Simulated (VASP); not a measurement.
Set up this calculation in VASP 6.6.1, as the native input.

- Task: single point
- Functional: PBEsol
- Potentials or basis: VASP PAW PBE potentials, release 64 (Be)
- Cutoff: 520 eV
- k mesh: 22 × 22 × 12
- Occupations: fermi-dirac, width 0.1 eV
- Spin: no spin polarisation
- Dipole correction: no
- Further INCAR settings: ALGO = Normal; EDIFF = 1e-07; NBANDS = 9

The structure of Be lies in POSCAR:

```
Be
1.0
    2.2546191457      0.0000000000      0.0000000000
   -1.1273095728      1.9525574560      0.0000000000
    0.0000000000      0.0000000000      3.5591954091
Be
2
Direct
    0.3333333333      0.6666666667      0.2500000000
    0.6666666667      0.3333333333      0.7500000000
```

These files were run (other wordings do the same):

INCAR

```
PREC = Accurate
ENCUT = 520
EDIFF = 1E-7
ISMEAR = -1
SIGMA = 0.1
LREAL = False
LASPH = True
NELM = 60
ALGO = Normal
ISIF = 2
LWAVE = False
LCHARG = False
GGA = PS
NBANDS = 9
```

KPOINTS

```
Automatic mesh
0
Gamma
  22 22 12
```

Potentials or basis: VASP PAW PBE potentials, release 64 (Be).

Launch:

```console
$ cat potpaw_PBE.64/Be/POTCAR > POTCAR
$ mpirun -np 1 vasp_std > vasp.out
```

Results of the run:

```yaml
Pressure: 0.4 GPa
Band_gap_on_the_k_mesh: zero (bands 2 and 3 overlap by 1.94 eV)
```

Caveat: the PAW data sets were made with another functional, which shifts forces and pressure a little.

Wall time 66 s on 1 thread of AMD EPYC 7R13, on a shared host, peak memory 0.13 GiB.
